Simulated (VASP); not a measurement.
Crystal: N.

```xyz
4
Lattice="4.0841 0.0000 0.0000 0.0000 4.0841 0.0000 0.0000 0.0000 5.3459" Properties=species:S:1:pos:R:3 pbc="T T T"
N     1.6511    2.4330    2.6730
N     0.3909    0.3909    0.0000
N     2.4330    1.6511    2.6730
N     3.6931    3.6931    0.0000
```

Base run:

* Program: VASP 6.6.1
* Functional: PBE-based screened hybrid
* Potentials or basis: VASP PAW PBE potentials, release 64 (N)
* Cutoff: 520 eV
* k mesh: 4 × 4 × 3
* Occupations: fermi-dirac, width 0.05 eV
* Spin: no spin polarisation

Its results: band gap on the k mesh 9.57 eV, indirect (least direct gap 9.78 eV); pressure -0.6 GPa; largest force 0.617 eV/Å.

The run is repeated on the same cell with these changes: further incar settings from ALGO = Normal; EDIFF = 1e-07; NBANDS = 18 to ALGO = Normal; EDIFF = 1e-06; NBANDS = 18; screening parameter from 0.1 1/Å to 0.15 1/Å. What comes out?

Band gap on the k mesh 9.37 eV, indirect (least direct gap 9.58 eV); pressure -0.6 GPa; largest force 0.616 eV/Å.

Caveats: the standard files for N, O and F lose accuracy on very short bonds; the PAW data sets were made with another functional, which shifts forces and pressure a little.

A k mesh can miss the band edges.
